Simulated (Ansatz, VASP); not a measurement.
# TiAl3: VASP beside Ansatz

```
Ti Al
1.0
    -3.91052    0.00000    0.00000
     0.00000    3.91052    3.91052
     0.00000    3.91052   -3.91052
Ti Al
2 6
Direct
  0.00000 0.48325 0.48325
  0.00000 0.01675 0.01675
  0.50000 0.74079 0.75921
  0.50000 0.25921 0.24079
  0.50000 0.74079 0.24079
  0.50000 0.25921 0.75921
  0.00000 0.51128 0.98872
  0.00000 0.98872 0.51128
```

Change from the starting cell: mode 4 frozen in at -0.131 Å and mode 18 at -0.072 Å (largest displacements).

Alike in both runs: task single point; functional LDA; k mesh 10 × 8 × 8; occupations gaussian, width 0.15 eV; no spin polarisation.

|  | VASP | Ansatz |
| --- | --- | --- |
| version | VASP 6.6.1 | Ansatz 0.2.0 |
| potentials or method | VASP PAW LDA potentials, release 64 (Ti_sv, Al), cutoff 520 eV | scalar-relativistic, plane waves, PAW |
| valence electrons in the cell | 42 | 42 |

|  | VASP | Ansatz | Ansatz less VASP |
| --- | --- | --- | --- |
| gap on the k mesh at the Fermi level (eV) | none | none | - |
| pressure (GPa) | 1.0 | 0.9 | -0.19 |
| traceless stress, the component that is largest in VASP (GPa) | 0.98 | 0.98 | +0.003 |
| rms of the force components (eV/Å) | 0.351 | 0.349 | -0.0026 |

Ansatz warns that its potentials were made for another functional, while VASP's fit it. LDA's correlation is that of Perdew and Zunger in VASP and of Perdew and Wang (1992) in Ansatz. Atom by atom the forces differ by 0.003 eV/Å (rms over components). A gap of «none» marks a metal or a gap that the smearing closes.
